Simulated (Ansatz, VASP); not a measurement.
**Two plane-wave programs on Ru**

Contents of INCAR:

```
SYSTEM = Ru
PREC     = Accurate       ! precision mode
ENCUT    = 520            ! plane-wave cutoff, eV
EDIFF    = 1E-6           ! SCF threshold, eV
ISMEAR   = -1             ! smearing method
SIGMA    = 0.1            ! smearing width, eV
LREAL    = .False.        ! projectors in reciprocal space
LASPH    = .True.         ! aspherical terms in the spheres
NELM     = 100            ! most SCF steps
ALGO     = Normal         ! electronic algorithm
ISIF     = 2              ! what is computed and relaxed
LWAVE    = .False.        ! write WAVECAR
LCHARG   = .True.         ! write CHGCAR
GGA      = CA             ! functional
LELF     = .True.         ! ELF
LVHAR    = .True.       
NBANDS   = 13             ! bands
```

File KPOINTS:

```
regular mesh
0
Gamma
  16 16 16
  0 0 0
```

The input POSCAR:

```
Ru
1.0
    0.0000000000      1.8983558704      1.8983558704
    1.8983558704      0.0000000000      1.8983558704
    1.8983558704      1.8983558704      0.0000000000
Ru
1
Direct
    0.0000000000      0.0000000000      0.0000000000
```

Input for Ansatz:

```yaml
crystal:
  lattice:
    - [0.0, 1.8983558704, 1.8983558704]
    - [1.8983558704, 0.0, 1.8983558704]
    - [1.8983558704, 1.8983558704, 0.0]
  atoms:
    - { symbol: Ru, position: [0.0, 0.0, 0.0] }
hamiltonian:
  xc: lda
  pseudopotentials:
    kind: paw
    azcp:
      Ru: "pseudopotentials/Ru.paw.azcp"
basis:
  ecutwfc: 420
  fft_grid_basis: typed
kpoints:
  mp_grid: { grid: [16, 16, 16], shift: [0, 0, 0] }
magnetization:
  spin_polarized: false
scf:
  occupations: { method: fermi_dirac, width: 0.1 }
  lower_state_search: "off"
output:
  stress: true
```

Alike in both runs: task single point; functional LDA; k mesh 16 × 16 × 16; occupations fermi-dirac, width 0.1 eV; no spin polarisation.

|  | VASP | Ansatz |
| --- | --- | --- |
| version | VASP 6.6.1 | Ansatz 0.2.0 |
| potentials or method | VASP PAW LDA potentials, release 64 (Ru_pv), cutoff 520 eV | plane waves (420 eV) with PAW, scalar-relativistic |
| valence electrons in the cell | 14 | 16 |

VASP gave:

- pressure (GPa): -12.1

Q: Estimate Ansatz's values.

A: Pressure (GPa): -12.9.

Ansatz warns that its potentials were made for another functional, while VASP's fit it. LDA's correlation is that of Perdew and Zunger in VASP and of Perdew and Wang (1992) in Ansatz. VASP's potentials hold 14 valence electrons a cell and Ansatz's 16, so a difference there can come from the potentials and not from the codes.
